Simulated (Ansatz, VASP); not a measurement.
# Two plane-wave programs on Al2Cu

```xyz
3
Lattice="2.8661 0.0000 0.0000 -1.4331 2.4821 0.0000 0.0000 0.0000 6.2252" Properties=species:S:1:pos:R:3 pbc="T T T"
Al    0.0000    1.6548    5.0862
Al    1.4331    0.8274    1.1389
Cu    0.0000    0.0000    3.1126
```

Alike in both runs: functional PBE; k mesh 12 × 12 × 6; occupations gaussian, width 0.1 eV; no spin polarisation.

Ansatz relaxed the structure, and its values are those at the end. VASP's run is a single point on that final structure, the one shown.

|  | VASP | Ansatz |
| --- | --- | --- |
| version | VASP 6.6.1 | Ansatz 0.2.0 |
| potentials or method | VASP PAW PBE potentials, release 64 (Al, Cu), cutoff 520 eV | scalar-relativistic, plane waves, PAW |
| valence electrons in the cell | 17 | 25 |

Ansatz gave:

```
gap on the k mesh at the Fermi level (eV) : none
pressure (GPa)                            : 0.0
rms of the force components (eV/Å)        : 0.000
```

Problem. What did VASP give for the same quantities?

Solution. gap on the k mesh at the Fermi level (eV): none; pressure (GPa): 0.1; rms of the force components (eV/Å): 0.009.

A gap of «none» marks a metal or a gap that the smearing closes. VASP's potentials hold 17 valence electrons a cell and Ansatz's 25, so a difference there can come from the potentials and not from the codes.
